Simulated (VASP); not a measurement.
# RbCd (Pm-3m) in VASP: density of states with LDA

Aim: the density of states of RbCd with LDA.

Program: VASP 6.6.1. These are calculated values, not measurements. Logs are shortened: lines on timing, memory, paths and dates and some standing lists are left out, and cuts for length are marked.

### 1 The cell of the first run

It takes space group Pm-3m (No. 221, cubic). Conventional cell: a = 4.552 Å, b = 4.552 Å, c = 4.552 Å, α = 90.00°, β = 90.00°, γ = 90.00°. Rb (site symmetry m-3m) has 8 Cd at 3.94 Å and 6 Rb at 4.55 Å within 5.2 Å. Cd (site symmetry m-3m) has 8 Rb at 3.94 Å and 6 Cd at 4.55 Å within 5.2 Å.

### 2 Density of states, LDA

Input file POSCAR:

```
RbCd
1.0
    4.5517563966      0.0000000000      0.0000000000
    0.0000000000      4.5517563966      0.0000000000
    0.0000000000      0.0000000000      4.5517563966
Rb Cd
1 1
Direct
    0.5000000000      0.5000000000      0.5000000000
    0.0000000000      0.0000000000      0.0000000000
```

Input file INCAR.step1:

```
ALGO = Normal
EDIFF = 1E-6
ENCUT = 400
GGA = CA
GGA_COMPAT = False
ISIF = 2
ISMEAR = 0
LASPH = True
LCHARG = True
LORBIT = 11
LREAL = False
LWAVE = False
NBANDS = 18
NEDOS = 2001
NELM = 120
PREC = Accurate
SIGMA = 0.1
```

Input file KPOINTS.step1:

```
k-points
0
Gamma
  12 12 12
```

Input file INCAR.step2:

```
ALGO = Normal
EDIFF = 1E-6
ENCUT = 400
GGA = CA
GGA_COMPAT = False
ICHARG = 11
ISIF = 2
ISMEAR = -5
LASPH = True
LCHARG = False
LORBIT = 10
LREAL = False
LWAVE = False
NBANDS = 18
NEDOS = 2001
NELM = 120
PREC = Accurate
SIGMA = 0.1
```

Input file KPOINTS.step2:

```
k-points
0
Gamma
  18 18 18
```

Potentials or basis: VASP PAW LDA potentials, release 64 (Rb_sv, Cd).

Started as:

```bash
cat potpaw_LDA.64/Rb_sv/POTCAR potpaw_LDA.64/Cd/POTCAR > POTCAR
cp INCAR.step1 INCAR
cp KPOINTS.step1 KPOINTS
mpirun -np 1 vasp_std > vasp.out
cp INCAR.step2 INCAR
cp KPOINTS.step2 KPOINTS
mpirun -np 1 vasp_std > vasp.out
```

OUTCAR:

```text
EDIFF = 1E-6
   ENCUT = 400
   GGA = CA
   ICHARG = 11
   ISIF = 2
   ISMEAR = -5
   LASPH = True
   LORBIT = 10
   LREAL = False
   NELM = 120
   PREC = Accurate

 ion  position               nearest neighbor table
   1  0.500  0.500  0.500-   2 3.94   2 3.94   2 3.94   2 3.94   2 3.94   2 3.94   2 3.94   2 3.94

   2  0.000  0.000  0.000-   1 3.94   1 3.94   1 3.94   1 3.94   1 3.94   1 3.94   1 3.94   1 3.94

  LATTYP: Found a simple cubic cell.
 ALAT       =     4.5517563966

  Lattice vectors:

 A1 = (   4.5517563966,   0.0000000000,   0.0000000000)
 A2 = (   0.0000000000,   4.5517563966,   0.0000000000)
 A3 = (   0.0000000000,   0.0000000000,   4.5517563966)

Analysis of symmetry for initial positions (statically):
=====================================================================
 Subroutine PRICEL returns:
 Original cell was already a primitive cell.

 Routine SETGRP: Setting up the symmetry group for a
 simple cubic supercell.

 Subroutine GETGRP returns: Found 48 space group operations
 (whereof 48 operations were pure point group operations)
 out of a pool of 48 trial point group operations.

The static configuration has the point symmetry O_h .

Analysis of symmetry for dynamics (positions and initial velocities):
=====================================================================
 Subroutine PRICEL returns:
 Original cell was already a primitive cell.

 Routine SETGRP: Setting up the symmetry group for a
 simple cubic supercell.

 Subroutine GETGRP returns: Found 48 space group operations
 (whereof 48 operations were pure point group operations)
 out of a pool of 48 trial point group operations.

The dynamic configuration has the point symmetry O_h .

 Subroutine INISYM returns: Found 48 space group operations
 (whereof 48 operations are pure point group operations),
 and found     1 'primitive' translations

----------------------------------------------------------------------------------------

                                     Primitive cell

  volume of cell :      94.3055

  direct lattice vectors                    reciprocal lattice vectors
     4.551756397  0.000000000  0.000000000     0.219695413  0.000000000  0.000000000
     0.000000000  4.551756397  0.000000000     0.000000000  0.219695413  0.000000000
     0.000000000  0.000000000  4.551756397     0.000000000  0.000000000  0.219695413

  length of vectors
     4.551756397  4.551756397  4.551756397     0.219695413  0.219695413  0.219695413

  position of ions in fractional coordinates (direct lattice)
     0.500000000  0.500000000  0.500000000
     0.000000000  0.000000000  0.000000000

  ion indices of the primitive-cell ions
   primitive index   ion index
                 1           1
                 2           2

----------------------------------------------------------------------------------------

 KPOINTS: k-points

Automatic generation of k-mesh.
 Grid dimensions read from file:
 generate k-points for:   18   18   18

 Generating k-lattice:

  Cartesian coordinates                     Fractional coordinates (reciprocal lattice)
     0.012205301  0.000000000  0.000000000     0.055555556  0.000000000  0.000000000
     0.000000000  0.012205301  0.000000000     0.000000000  0.055555556  0.000000000
     0.000000000  0.000000000  0.012205301     0.000000000  0.000000000  0.055555556

  Length of vectors
     0.012205301  0.012205301  0.012205301

  Shift w.r.t. Gamma in fractional coordinates (k-lattice)
     0.000000000  0.000000000  0.000000000

 TETIRR: Found   2900 inequivalent tetrahedra from    34992

 Subroutine IBZKPT returns following result:
 ===========================================

 Found    220 irreducible k-points:

 Following reciprocal coordinates:
            Coordinates               Weight
  0.000000  0.000000  0.000000      1.000000
  0.055556  0.000000  0.000000      6.000000
  0.111111  0.000000  0.000000      6.000000
  0.166667  0.000000  0.000000      6.000000
  0.222222  0.000000  0.000000      6.000000
  0.277778  0.000000  0.000000      6.000000
[... 16 lines left out ...]
  0.277778  0.111111  0.000000     24.000000
  0.333333  0.111111  0.000000     24.000000
 [... further k-points ...]
   k-points           NKPTS =    220   k-points in BZ     NKDIM =    220   number of bands    NBANDS=     18
   number of dos      NEDOS =   2001   number of ions     NIONS =      2
   total plane-waves  NPLWV =  27000
   dimension x,y,z NGX =    30 NGY =   30 NGZ =   30
   dimension x,y,z NGXF=    60 NGYF=   60 NGZF=   60
   ions per type =               1   1
   NGX,Y,Z   is equivalent  to a cutoff of  10.96, 10.96, 10.96 a.u.
   NGXF,Y,Z  is equivalent  to a cutoff of  21.91, 21.91, 21.91 a.u.
 SYSTEM =  unknown system
   PREC   = accura    normal or accurate (medium, high low for compatibility)
   ISTART =      0    job   : 0-new  1-cont  2-samecut
   ICHARG =     11    charge: 1-file 2-atom 10-const
   ISPIN  =      1    spin polarized calculation?
   LNONCOLLINEAR =      F non collinear calculations
   LSORBIT =      F    spin-orbit coupling
   LASPH  =      T    aspherical Exc in radial PAW
   ENCUT  =  400.0 eV  29.40 Ry    5.42 a.u.   7.42  7.42  7.42*2*pi/ulx,y,z
   NELM   =    120;   NELMIN=  2; NELMDL=  0     # of ELM steps
   EDIFF  = 0.1E-05   stopping-criterion for ELM
   LREAL  =      F    real-space projection
   EDIFFG = 0.1E-04   stopping-criterion for IOM
   NSW    =      0    number of steps for IOM
   IBRION =     -1    ionic relax: 0-MD 1-quasi-New 2-CG
   NFREE  =      0    steps in history (QN), initial steepest desc. (CG)
   ISIF   =      2    stress and relaxation
   ISYM   =      2    0-nonsym 1-usesym 2-fastsym
   POTIM  = 0.5000    time-step for ionic-motion
   TEBEG  =    0.0;   TEEND  =   0.0 temperature during run
   PSTRESS=    0.0 pullay stress
   NELECT =      21.0000    total number of electrons
   NUPDOWN=      -1.0000    fix difference up-down
   EMIN   =  10.00;   EMAX   =-10.00  energy-range for DOS
   EFERMI =   0.00;   METHOD = LEGACY
   ISMEAR =    -5;   SIGMA  =   0.10  broadening in eV -4-tet -1-fermi 0-gaus
   EFERMI_NEDOS =   21; number of points for ismear=-14 and -15
   IALGO  =     38    algorithm
   IMIX   =      4    mixing-type and parameters
     AMIX     =   0.40;   BMIX     =  1.00
     AMIX_MAG =   1.60;   BMIX_MAG =  1.00
  volume/ion in A,a.u.               =      47.15       318.20
  Fermi-wavevector in a.u.,A,eV,Ry     =   0.992283  1.875143 13.396646  0.984626
  Thomas-Fermi vector in A             =   2.124084
   LORBIT       =     10    0 simple, 1 ext, 2 COOP (PROOUT), +10 PAW based schemes
   GGA     = CA    functional components
   LHFCALC =     F    Hartree Fock is set to
   AEXX    =    0.0000 exact exchange contribution
   IVDW    =     0    specifies the selected vdW correction
   LEPSILON=     F    determine dielectric tensor
   LRPA    =     F    only Hartree local field effects (RPA)
 non-spin polarized calculation
 Fermi weights with tetrahedron method with Bloechl corrections
  energy-cutoff  :      400.00
  volume of cell :       94.31
 maximum number of plane-waves:      1745
 NGX is ok and might be reduce to    30

 number of electron      21.0000013 magnetization

 Free energy of the ion-electron system (eV)
  ---------------------------------------------------
  ext. energy  EPLUGINS =         0.00000000
  ---------------------------------------------------
  free energy    TOTEN  =        -2.22209071 eV

  energy without entropy =       -2.22209071  energy(sigma->0) =       -2.22209071

 E-fermi :   0.4799     XC(G=0):  -7.6702

 val. band max:        0.4917797732   @ k =   0.3889   0.3889   0.0000
 cond. band min:       0.4778491025   @ k =   0.2778   0.0000   0.0000
 fundamental gap:     -0.0139306707
 Fermi energy:         0.4798743855

 k-point     1 :       0.0000    0.0000    0.0000
  band No.  band energies     occupation
      1     -27.6033      2.00000
      2     -11.7181      2.00000
      3     -11.7181      2.00000
      4     -11.7181      2.00000
      5      -8.3873      2.00000
      6      -8.3873      2.00000
[... 10 lines left out ...]
     17       6.7426      0.00000
     18       6.7426      0.00000

 k-point     2 :       0.0556    0.0000    0.0000
  band No.  band energies     occupation
      1     -27.6031      2.00000
      2     -11.7235      2.00000
      3     -11.7178      2.00000
      4     -11.7178      2.00000
      5      -8.3872      2.00000
      6      -8.3856      2.00000
[... 10 lines left out ...]
     17       6.7486      0.00000
     18       6.7534      0.00000

 k-point     3 :       0.1111    0.0000    0.0000
  band No.  band energies     occupation
      1     -27.6026      2.00000
      2     -11.7390      2.00000
      3     -11.7168      2.00000
      4     -11.7168      2.00000
      5      -8.3867      2.00000
      6      -8.3803      2.00000
[... 10 lines left out ...]
     17       6.7673      0.00000
     18       6.7897      0.00000

 k-point     4 :       0.1667    0.0000    0.0000
  band No.  band energies     occupation
      1     -27.6018      2.00000
      2     -11.7625      2.00000
      3     -11.7153      2.00000
      4     -11.7153      2.00000
      5      -8.3861      2.00000
      6      -8.3724      2.00000
[... 375 lines left out ...]
      4     -11.7118      2.00000
      5      -8.3805      2.00000
      6      -8.3604      2.00000
[... 10 lines left out ...]
     17       6.3325      0.00000
     18       7.5056      0.00000

 k-point    23 :       0.2778    0.1111    0.0000
  band No.  band energies     occupation
      1     -27.5991      2.00000
      2     -11.8181      2.00000
      3     -11.7304      2.00000
      4     -11.7097      2.00000
      5      -8.3796      2.00000
      6      -8.3505      2.00000
[... 10 lines left out ...]
     17       6.3353      0.00000
     18       7.7222      0.00000

 k-point    24 :       0.3333    0.1111    0.0000
  band No.  band energies     occupation
      1     -27.5981      2.00000
      2     -11.8454      2.00000
      3     -11.7282      2.00000
      4     -11.7077      2.00000
      5      -8.3787      2.00000
      6      -8.3477      2.00000
[... 10 lines left out ...]
     17       6.4954      0.00000
     18       7.4066      0.00000

 [... further k-points ...]
[... 5 lines left out ...]
  --------------------------------------------------------------------------------------
  -------------------------------------------------------------------------------------
  Total       -0.9902521     -0.9902521     -0.9902521     -0.0000000      0.0000000     -0.0000000
  in kB      -16.8236143    -16.8236143    -16.8236143     -0.0000000      0.0000000     -0.0000000
  external PRESSURE =     -16.8236143 kB  Pullay stress =       0.0000000 kB

 VOLUME and BASIS-vectors are now :
 -----------------------------------------------------------------------------
  energy-cutoff  :      400.00
  volume of cell :       94.31
      direct lattice vectors                 reciprocal lattice vectors
     4.551756397  0.000000000  0.000000000     0.219695413  0.000000000  0.000000000
     0.000000000  4.551756397  0.000000000     0.000000000  0.219695413  0.000000000
     0.000000000  0.000000000  4.551756397     0.000000000  0.000000000  0.219695413

 POSITION                                       TOTAL-FORCE (eV/Angst)
 -----------------------------------------------------------------------------------
      2.27588      2.27588      2.27588         0.000000      0.000000      0.000000
      0.00000      0.00000      0.00000         0.000000      0.000000      0.000000
 -----------------------------------------------------------------------------------
    total drift:                                0.000000      0.000000      0.000000

  FREE ENERGIE OF THE ION-ELECTRON SYSTEM (eV)
  ---------------------------------------------------
  free  energy   TOTEN  =        -2.2220907130 eV

  energy  without entropy=       -2.2220907130  energy(sigma->0) =       -2.22209071

 total charge

# of ion       s       p       d       tot
------------------------------------------
    1        1.960   5.312   0.019   7.291
    2        0.696   0.103   9.481  10.281
--------------------------------------------------
tot          2.657   5.415   9.500  17.572
```

Run time: 2.8 min. Hardware: 1 thread of Intel Xeon 6975P-C, shared host; peak memory 0.35 GiB.

Results:

* Valence electrons inside the program's atomic spheres: Rb 7.29; Cd 10.28

Caveat: tetrahedron occupations give inexact forces and stress in metals.
